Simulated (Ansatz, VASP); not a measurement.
## NiTe in VASP and in Ansatz

```
CELL_PARAMETERS angstrom
10.00000 0.00000 0.00000
0.00000 10.00000 0.00000
0.00000 0.00000 10.00000
ATOMIC_POSITIONS crystal
Ni 0.50000 0.50000 0.70173
Ni 0.50000 0.50000 0.29827
Te 0.65962 0.50000 0.50000
Te 0.34038 0.50000 0.50000
```

Alike in both runs: task single point; functional PBE; k mesh 1 × 1 × 1; collinear spin.

```csv
,VASP,Ansatz
version,VASP 6.6.1,Ansatz development build ahead of 0.2.0
potentials or method,"VASP PAW PBE potentials, release 64 (Ni, Te)","PAW (an earlier, plane waves, scalar-relativistic"
plane-wave cutoff (eV),520,920
occupations,"fermi-dirac, width 0.1 eV",fermi-dirac
```

```tsv
	VASP	Ansatz	Ansatz less VASP
net moment per atom (μB)	0.00	0.50	+0.497
size of the moment on the site where the two differ most (μB)	0.38	0.70	+0.321
```

The net moments are unlike, so the other rows may belong to different states. Site moments also hang on the region over which each program counts them. Ansatz's warnings: dm fallback engaged, seeded moment not kept.

Neither program's run includes spin-orbit coupling.
